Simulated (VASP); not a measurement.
# HfN (P6_3/mmc) in VASP: a series of runs

The runs below take HfN through single point, relaxation of shape and atoms at fixed volume, relaxation of cell and atoms, with PBEsol.

Program: VASP 6.6.1. These are calculated values, not measurements. Logs are shortened: lines on timing, memory, paths and dates and some standing lists are left out, and cuts for length are marked.

### Step 1. The cell of the first run

Symmetry: P6_3/mmc, No. 194, hexagonal system. The conventional cell has a = 3.147 Å, b = 3.147 Å, c = 5.642 Å, α = 90.00°, β = 90.00°, γ = 120.00°. Hf (site symmetry -3m) has 6 N at 2.30 Å and 2 Hf at 2.82 Å within 3.0 Å. N (site symmetry -6m2) has 6 Hf at 2.30 Å within 3.0 Å.

### Step 2. Single point, PBEsol (12.10 Å³/atom)

File INCAR:

```
SYSTEM = HfN
ALGO = Normal
EDIFF = 1E-6
ENCUT = 520
GGA = PS
ISIF = 2
ISMEAR = 0
LASPH = .True.
LCHARG = .False.
LREAL = .False.
LWAVE = .False.
NBANDS = 23
NELM = 80
PREC = Accurate
SIGMA = 0.05
```

File KPOINTS:

```
k-points
0
Gamma
  10 10 8
  0 0 0
```

File POSCAR:

```
HfN
1.0
    3.1471343877      0.0000000000      0.0000000000
   -1.5735671938      2.7254983289      0.0000000000
    0.0000000000      0.0000000000      5.6423934503
Hf N
2 2
Direct
    0.0000000000      0.0000000000      0.0000000000
    0.0000000000      0.0000000000      0.5000000000
    0.3333333333      0.6666666667      0.2500000000
    0.6666666667      0.3333333333      0.7500000000
```

Potentials or basis: VASP PAW PBE potentials, release 64 (Hf_pv, N).

On the command line:

```bash
cat potpaw_PBE.64/Hf_pv/POTCAR potpaw_PBE.64/N/POTCAR > POTCAR
mpirun -np 1 vasp_std > vasp.out
```

OUTCAR:

```text
SYSTEM = HfN
   EDIFF = 1E-6
   ENCUT = 520
   GGA = PS
   ISIF = 2
   ISMEAR = 0
   LASPH = .True.
   LREAL = .False.
   NELM = 80
   PREC = Accurate

 ion  position               nearest neighbor table
   1  0.000  0.000  0.000-   3 2.30   4 2.30   3 2.30   4 2.30   4 2.30   3 2.30   2 2.82   2 2.82

   2  0.000  0.000  0.500-   3 2.30   4 2.30   3 2.30   4 2.30   4 2.30   3 2.30   1 2.82   1 2.82

   3  0.333  0.667  0.250-   1 2.30   2 2.30   1 2.30   2 2.30   1 2.30   2 2.30
   4  0.667  0.333  0.750-   1 2.30   2 2.30   1 2.30   2 2.30   1 2.30   2 2.30

  LATTYP: Found a hexagonal cell.
 ALAT       =     3.1471343877
 C/A-ratio  =     1.7928670197

  Lattice vectors:

 A1 = (   3.1471343877,   0.0000000000,   0.0000000000)
 A2 = (  -1.5735671938,   2.7254983289,   0.0000000000)
 A3 = (   0.0000000000,   0.0000000000,   5.6423934503)

Analysis of symmetry for initial positions (statically):
=====================================================================
 Subroutine PRICEL returns:
 Original cell was already a primitive cell.

 Routine SETGRP: Setting up the symmetry group for a
 hexagonal supercell.

 Subroutine GETGRP returns: Found 24 space group operations
 (whereof 12 operations were pure point group operations)
 out of a pool of 24 trial point group operations.

The static configuration has the point symmetry D_3d.
 The point group associated with its full space group is D_6h.

Analysis of symmetry for dynamics (positions and initial velocities):
=====================================================================
 Subroutine PRICEL returns:
 Original cell was already a primitive cell.

 Routine SETGRP: Setting up the symmetry group for a
 hexagonal supercell.

 Subroutine GETGRP returns: Found 24 space group operations
 (whereof 12 operations were pure point group operations)
 out of a pool of 24 trial point group operations.

The dynamic configuration has the point symmetry D_3d.
 The point group associated with its full space group is D_6h.

 Subroutine INISYM returns: Found 24 space group operations
 (whereof 12 operations are pure point group operations),
 and found     1 'primitive' translations

----------------------------------------------------------------------------------------

                                     Primitive cell

  volume of cell :      48.3977

  direct lattice vectors                    reciprocal lattice vectors
     3.147134388  0.000000000  0.000000000     0.317749380  0.183452690  0.000000000
    -1.573567194  2.725498329  0.000000000     0.000000000  0.366905380  0.000000000
     0.000000000  0.000000000  5.642393450     0.000000000  0.000000000  0.177229753

  length of vectors
     3.147134388  3.147134388  5.642393450     0.366905380  0.366905380  0.177229753

  position of ions in fractional coordinates (direct lattice)
     0.000000000  0.000000000  0.000000000
     0.000000000  0.000000000  0.500000000
     0.333333333  0.666666667  0.250000000
     0.666666667  0.333333333  0.750000000

  ion indices of the primitive-cell ions
   primitive index   ion index
                 1           1
                 2           2
                 3           3
                 4           4

----------------------------------------------------------------------------------------

 KPOINTS: k-points

Automatic generation of k-mesh.
 Grid dimensions read from file:
 generate k-points for:   10   10    8

 Generating k-lattice:

  Cartesian coordinates                     Fractional coordinates (reciprocal lattice)
     0.031774938  0.018345269  0.000000000     0.100000000  0.000000000  0.000000000
     0.000000000  0.036690538  0.000000000     0.000000000  0.100000000  0.000000000
     0.000000000  0.000000000  0.022153719     0.000000000  0.000000000  0.125000000

  Length of vectors
     0.036690538  0.036690538  0.022153719

  Shift w.r.t. Gamma in fractional coordinates (k-lattice)
     0.000000000  0.000000000  0.000000000

 Subroutine IBZKPT returns following result:
 ===========================================

 Found     70 irreducible k-points:

 Following reciprocal coordinates:
            Coordinates               Weight
  0.000000  0.000000  0.000000      1.000000
  0.100000 -0.000000  0.000000      6.000000
  0.200000 -0.000000  0.000000      6.000000
  0.300000  0.000000  0.000000      6.000000
  0.400000 -0.000000  0.000000      6.000000
  0.500000 -0.000000  0.000000      3.000000
[... 16 lines left out ...]
  0.300000  0.100000  0.125000     24.000000
  0.400000  0.100000  0.125000     24.000000
 [... further k-points ...]
   k-points           NKPTS =     70   k-points in BZ     NKDIM =     70   number of bands    NBANDS=     23
   number of dos      NEDOS =    301   number of ions     NIONS =      4
   total plane-waves  NPLWV =  24192
   dimension x,y,z NGX =    24 NGY =   24 NGZ =   42
   dimension x,y,z NGXF=    48 NGYF=   48 NGZF=   84
   ions per type =               2   2
   NGX,Y,Z   is equivalent  to a cutoff of  12.68, 12.68, 12.37 a.u.
   NGXF,Y,Z  is equivalent  to a cutoff of  25.36, 25.36, 24.75 a.u.
 SYSTEM =  HfN
   PREC   = accura    normal or accurate (medium, high low for compatibility)
   ISTART =      0    job   : 0-new  1-cont  2-samecut
   ICHARG =      2    charge: 1-file 2-atom 10-const
   ISPIN  =      1    spin polarized calculation?
   LNONCOLLINEAR =      F non collinear calculations
   LSORBIT =      F    spin-orbit coupling
   LASPH  =      T    aspherical Exc in radial PAW
   ENCUT  =  520.0 eV  38.22 Ry    6.18 a.u.   5.85  5.85 10.49*2*pi/ulx,y,z
   NELM   =     80;   NELMIN=  2; NELMDL= -5     # of ELM steps
   EDIFF  = 0.1E-05   stopping-criterion for ELM
   LREAL  =      F    real-space projection
   EDIFFG = 0.1E-04   stopping-criterion for IOM
   NSW    =      0    number of steps for IOM
   IBRION =     -1    ionic relax: 0-MD 1-quasi-New 2-CG
   NFREE  =      0    steps in history (QN), initial steepest desc. (CG)
   ISIF   =      2    stress and relaxation
   ISYM   =      2    0-nonsym 1-usesym 2-fastsym
   POTIM  = 0.5000    time-step for ionic-motion
   TEBEG  =    0.0;   TEEND  =   0.0 temperature during run
   PSTRESS=    0.0 pullay stress
   NELECT =      30.0000    total number of electrons
   NUPDOWN=      -1.0000    fix difference up-down
   EMIN   =  10.00;   EMAX   =-10.00  energy-range for DOS
   EFERMI =   0.00;   METHOD = LEGACY
   ISMEAR =     0;   SIGMA  =   0.05  broadening in eV -4-tet -1-fermi 0-gaus
   EFERMI_NEDOS =   21; number of points for ismear=-14 and -15
   IALGO  =     38    algorithm
   IMIX   =      4    mixing-type and parameters
     AMIX     =   0.40;   BMIX     =  1.00
     AMIX_MAG =   1.60;   BMIX_MAG =  1.00
  volume/ion in A,a.u.               =      12.10        81.65
  Fermi-wavevector in a.u.,A,eV,Ry     =   1.395855  2.637784 26.509754  1.948412
  Thomas-Fermi vector in A             =   2.519266
   LORBIT       =      0    0 simple, 1 ext, 2 COOP (PROOUT), +10 PAW based schemes
   GGA     = PS    functional components
   LHFCALC =     F    Hartree Fock is set to
   AEXX    =    0.0000 exact exchange contribution
   IVDW    =     0    specifies the selected vdW correction
   LEPSILON=     F    determine dielectric tensor
   LRPA    =     F    only Hartree local field effects (RPA)
 non-spin polarized calculation
 Gauss-broadening in eV      SIGMA  =   0.05
  energy-cutoff  :      520.00
  volume of cell :       48.40
 maximum number of plane-waves:      1318
 NGX is ok and might be reduce to    24
   NGX = 11   NGY = 11   NGZ = 21

 number of electron      30.0000000 magnetization

 Free energy of the ion-electron system (eV)
  ---------------------------------------------------
  ext. energy  EPLUGINS =         0.00000000
  ---------------------------------------------------
  free energy    TOTEN  =       -44.45667067 eV

  energy without entropy =      -44.45397465  energy(sigma->0) =      -44.45532266

 E-fermi :   7.3683     XC(G=0): -12.5919

 val. band max:        7.3424872821   @ k =   0.4000   0.2000   0.3750
 cond. band min:       7.3749198585   @ k =   0.3000   0.1000   0.3750
 fundamental gap:      0.0324325765
 Fermi energy:         7.3683028600

 k-point     1 :       0.0000    0.0000    0.0000
  band No.  band energies     occupation
      1     -24.4992      2.00000
      2     -23.5479      2.00000
      3     -23.5479      2.00000
      4     -23.4076      2.00000
      5     -23.4076      2.00000
      6     -23.1133      2.00000
[... 15 lines left out ...]
     22      12.3854      0.00000
     23      12.8330      0.00000

 k-point     2 :       0.1000   -0.0000    0.0000
  band No.  band energies     occupation
      1     -24.4777      2.00000
      2     -23.6332      2.00000
      3     -23.5656      2.00000
      4     -23.4786      2.00000
      5     -23.4231      2.00000
      6     -23.1039      2.00000
[... 15 lines left out ...]
     22      12.7488      0.00000
     23      12.8869      0.00000

 k-point     3 :       0.2000   -0.0000    0.0000
  band No.  band energies     occupation
      1     -24.4209      2.00000
      2     -23.8493      2.00000
      3     -23.6605      2.00000
      4     -23.6115      2.00000
      5     -23.4632      2.00000
      6     -23.0791      2.00000
[... 15 lines left out ...]
     22      12.5398      0.00000
     23      13.5692      0.00000

 k-point     4 :       0.3000    0.0000    0.0000
  band No.  band energies     occupation
      1     -24.3505      2.00000
      2     -24.1028      2.00000
      3     -23.8777      2.00000
      4     -23.6677      2.00000
      5     -23.5124      2.00000
      6     -23.0484      2.00000
[... 15 lines left out ...]
     22      12.5440      0.00000
     23      14.1094      0.00000

 k-point     5 :       0.4000   -0.0000    0.0000
  band No.  band energies     occupation
      1     -24.3212      2.00000
      2     -24.2699      2.00000
      3     -24.0477      2.00000
      4     -23.7126      2.00000
      5     -23.5518      2.00000
      6     -23.0233      2.00000
[... 15 lines left out ...]
     22      13.4995      0.00000
     23      14.2026      0.00000

 k-point     6 :       0.5000   -0.0000    0.0000
  band No.  band energies     occupation
      1     -24.3809      2.00000
      2     -24.2607      2.00000
      3     -24.1114      2.00000
      4     -23.7296      2.00000
      5     -23.5668      2.00000
      6     -23.0137      2.00000
[... 15 lines left out ...]
     22      13.1464      0.00000
     23      14.6267      0.00000

 k-point     7 :       0.1000    0.1000    0.0000
  band No.  band energies     occupation
      1     -24.4385      2.00000
      2     -23.7775      2.00000
      3     -23.6037      2.00000
      4     -23.5997      2.00000
      5     -23.4562      2.00000
      6     -23.0868      2.00000
[... 353 lines left out ...]
     22      13.1076      0.00000
     23      14.3694      0.00000

 k-point    21 :       0.1000    0.1000    0.1250
  band No.  band energies     occupation
      1     -24.3922      2.00000
      2     -23.7713      2.00000
      3     -23.6063      2.00000
      4     -23.5982      2.00000
      5     -23.4619      2.00000
      6     -23.1437      2.00000
[... 15 lines left out ...]
     22      12.7669      0.00000
     23      13.1892      0.00000

 k-point    22 :       0.2000    0.1000    0.1250
  band No.  band energies     occupation
      1     -24.3294      2.00000
      2     -23.9896      2.00000
      3     -23.7940      2.00000
      4     -23.6642      2.00000
      5     -23.5198      2.00000
      6     -23.1140      2.00000
[... 15 lines left out ...]
     22      13.1120      0.00000
     23      13.4656      0.00000

 k-point    23 :       0.3000    0.1000    0.1250
  band No.  band energies     occupation
      1     -24.2692      2.00000
      2     -24.1937      2.00000
      3     -23.9754      2.00000
      4     -23.7302      2.00000
      5     -23.5777      2.00000
      6     -23.0844      2.00000
[... 15 lines left out ...]
     22      13.5565      0.00000
     23      13.8517      0.00000

 k-point    24 :       0.4000    0.1000    0.1250
  band No.  band energies     occupation
      1     -24.3277      2.00000
      2     -24.2188      2.00000
      3     -24.0851      2.00000
      4     -23.7709      2.00000
      5     -23.6132      2.00000
      6     -23.0660      2.00000
[... 15 lines left out ...]
     22      13.7408      0.00000
     23      14.0882      0.00000

 [... further k-points ...]

------------------------ aborting loop because EDIFF is reached ----------------------------------------

  FORCE on cell =-STRESS in cart. coord.  units (eV):
  Direction    XX          YY          ZZ          XY          YZ          ZX
  --------------------------------------------------------------------------------------
  -------------------------------------------------------------------------------------
  Total       -1.9684261     -1.9684261     -2.2326065     -0.0000000     -0.0000000      0.0000000
  in kB      -65.1636091    -65.1636091    -73.9091484     -0.0000000     -0.0000000      0.0000000
  external PRESSURE =     -68.0787888 kB  Pullay stress =       0.0000000 kB

 VOLUME and BASIS-vectors are now :
 -----------------------------------------------------------------------------
  energy-cutoff  :      520.00
  volume of cell :       48.40
      direct lattice vectors                 reciprocal lattice vectors
     3.147134388  0.000000000  0.000000000     0.317749380  0.183452690  0.000000000
    -1.573567194  2.725498329  0.000000000     0.000000000  0.366905380  0.000000000
     0.000000000  0.000000000  5.642393450     0.000000000  0.000000000  0.177229753

 POSITION                                       TOTAL-FORCE (eV/Angst)
 -----------------------------------------------------------------------------------
      0.00000      0.00000      0.00000        -0.000000      0.000000      0.000000
      0.00000      0.00000      2.82120        -0.000000      0.000000      0.000000
     -0.00000      1.81700      1.41060         0.000000      0.000000      0.000000
      1.57357      0.90850      4.23180        -0.000000     -0.000000      0.000000
 -----------------------------------------------------------------------------------
    total drift:                               -0.000000      0.000000      0.000000

  FREE ENERGIE OF THE ION-ELECTRON SYSTEM (eV)
  ---------------------------------------------------
  free  energy   TOTEN  =       -44.4566706704 eV

  energy  without entropy=      -44.4539746454  energy(sigma->0) =      -44.45532266
```

Wall time 51 s (1 thread of Intel Xeon 8259CL, shared host); peak memory 0.21 GiB.

Results:

```yaml
Free_energy: -44.4567 eV
Pressure: -6.8 GPa
Band_gap_on_the_k_mesh: zero (bands 15 and 16 overlap by 1.54 eV)
```

Stress tensor (GPa, compression positive):
```
-6.52  0.00  0.00
 0.00 -6.52  0.00
 0.00  0.00 -7.39
```

Caveat: the cell stands under tension; the PAW data sets were made with another functional, which shifts forces and pressure a little; spin-orbit coupling is left out, which moves the levels of the heavy elements.

### Step 3. Single point, PBEsol (12.34 Å³/atom)

This run uses another cell than the first one, of 12.34 Å³/atom.

File INCAR:

```
PREC = Accurate
ENCUT = 520
EDIFF = 1E-6
ISMEAR = 0
SIGMA = 0.05
LREAL = False
LASPH = True
NELM = 100
ALGO = Normal
ISIF = 2
LWAVE = False
LCHARG = False
GGA = PS
NBANDS = 23
```

File KPOINTS:

```
Automatic mesh
0
Gamma
  10 10 8
```

File POSCAR:

```
HfN
1.0
    3.1699217423      0.0000000000      0.0000000000
   -1.5849608712      2.7452327569      0.0000000000
    0.0000000000      0.0000000000      5.6706132673
Hf N
2 2
Direct
    0.0000000000      0.0000000000      0.0000000000
    0.0000000000      0.0000000000      0.5000000000
    0.3333333333      0.6666666667      0.2500000000
    0.6666666667      0.3333333333      0.7500000000
```

Potentials or basis: VASP PAW PBE potentials, release 64 (Hf_pv, N).

On the command line:

```bash
cat potpaw_PBE.64/Hf_pv/POTCAR potpaw_PBE.64/N/POTCAR > POTCAR
mpirun -np 1 vasp_std > vasp.out
```

Wall time 52 s (1 thread of Intel Xeon 8259CL, shared host); peak memory 0.21 GiB.

It converged, with:

* Free energy: -44.4041 eV
* Pressure: -11.2 GPa
* Band gap on the k mesh: zero (bands 15 and 16 overlap by 1.51 eV)

Stress tensor (GPa, compression positive):
```
-10.90   0.00   0.00
  0.00 -10.90   0.00
  0.00   0.00 -11.71
```

Levels at points of the mesh, in eV from the Fermi level:
```csv
k point,band 12,band 13,band 14,band 15,band 16,band 17,band 18,band 19
"(0.00, 0.00, 0.00)",-2.82,-2.76,-2.25,-2.25,0.82,0.82,0.86,0.86
"(0.50, 0.00, 0.00)",-4.60,-3.87,-2.92,-2.62,0.18,3.69,4.47,4.53
"(0.00, 0.00, 0.50)",-3.95,-3.95,-3.95,0.81,0.81,1.74,1.74,1.74
"(0.50, 0.00, 0.50)",-4.80,-4.20,-4.20,-0.64,-0.64,4.18,4.18,4.96
```

Caveat: the cell stands under tension; the PAW data sets were made with another functional, which shifts forces and pressure a little; spin-orbit coupling is left out, which moves the levels of the heavy elements.

[end of part 1 of 2]

The gap in the log of VASP goes by the Fermi energy; the results here count the filled bands.